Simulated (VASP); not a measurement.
## Li2TaO3: single point with PBE

Li2TaO3:

```
Li Ta O
1.0
     0.00000    2.21046    6.63347
     2.10410    0.00000    6.63347
     2.10410    2.21046    0.00000
Li Ta O
2 1 3
Direct
  0.33421 0.33421 0.66579
  0.66579 0.66579 0.33421
  0.00000 0.00000 0.00000
  0.50000 0.50000 0.50000
  0.83712 0.83712 0.16288
  0.16288 0.16288 0.83712
```

The cell was generated, and may not be a known phase.

| Property | Result |
| --- | --- |
| Program | VASP 6.6.1 |
| Task | single point |
| Functional | PBE |
| Potentials or basis | VASP PAW PBE potentials, release 64 (Li_sv, Ta_pv, O) |
| Cutoff | 520 eV |
| k mesh | 6 × 6 × 6 |
| Occupations | gaussian, width 0.1 eV |
| Spin | collinear spin |
| Starting moments | [0.0, 0.0, 1.0, 0.0, 0.0, 0.0] μB |
| Dipole correction | no |
| Further INCAR settings | ALGO = Normal; EDIFF = 1e-06; NBANDS = 30 |

| Item | Value |
| --- | --- |
| Largest force | 4.250 eV/Å |
| Net moment | 0.00 μB per cell |
| Valence electrons inside the program's atomic spheres | Li 2.06; Ta 8.67; O 5.07, 4.93 (each value once) |

Forces in eV/Å, atoms in the order of the input:
```
Li   0.000  0.000 -1.265
Li   0.000  0.000  1.265
Ta   0.000  0.000  0.000
O    0.000  0.000  0.000
O    0.000  0.000  4.250
O    0.000  0.000 -4.250
```

Levels at points of the mesh, in eV from the Fermi level:
Spin up:
| k point | band 14 | band 15 | band 16 | band 17 | band 18 | band 19 | band 20 | band 21 | band 22 | band 23 |
| --- | --- | --- | --- | --- | --- | --- | --- | --- | --- | --- |
| (0.00, 0.00, 0.00) | -2.81 | -2.55 | -2.08 | -1.84 | -1.65 | 0.23 | 1.59 | 1.75 | 1.75 | 3.89 |
| (0.50, 0.00, 0.00) | -3.18 | -2.60 | -2.12 | -1.62 | 1.24 | 1.40 | 2.14 | 5.24 | 5.42 | 5.98 |
| (0.50, 0.50, 0.00) | -3.55 | -2.51 | -2.29 | -2.25 | -2.00 | 0.24 | 1.72 | 1.75 | 1.86 | 5.20 |
| (0.50, 0.00, 0.50) | -4.12 | -4.03 | -3.26 | -2.34 | -0.31 | 0.03 | 2.72 | 3.45 | 4.46 | 8.64 |
| (0.00, 0.50, 0.50) | -4.00 | -3.97 | -3.29 | -2.48 | -0.43 | 0.11 | 2.72 | 3.45 | 4.49 | 8.75 |
Spin down:
| k point | band 14 | band 15 | band 16 | band 17 | band 18 | band 19 | band 20 | band 21 | band 22 | band 23 |
| --- | --- | --- | --- | --- | --- | --- | --- | --- | --- | --- |
| (0.00, 0.00, 0.00) | -2.81 | -2.55 | -2.08 | -1.84 | -1.65 | 0.23 | 1.59 | 1.75 | 1.75 | 3.89 |
| (0.50, 0.00, 0.00) | -3.18 | -2.60 | -2.12 | -1.62 | 1.24 | 1.40 | 2.14 | 5.24 | 5.42 | 5.98 |
| (0.50, 0.50, 0.00) | -3.55 | -2.51 | -2.29 | -2.25 | -2.00 | 0.24 | 1.72 | 1.75 | 1.86 | 5.20 |
| (0.50, 0.00, 0.50) | -4.12 | -4.03 | -3.26 | -2.34 | -0.31 | 0.03 | 2.72 | 3.45 | 4.46 | 8.64 |
| (0.00, 0.50, 0.50) | -4.00 | -3.97 | -3.29 | -2.48 | -0.43 | 0.11 | 2.72 | 3.45 | 4.49 | 8.75 |

Wall time 9.1 min on 1 thread of Intel Xeon 8259CL, on a shared host, peak memory 0.38 GiB.

Caveat: spin-orbit coupling is left out, which moves the levels of the heavy elements; forces of over 1 eV/Å act on the atoms, so gaps and moduli don't describe the material at rest.
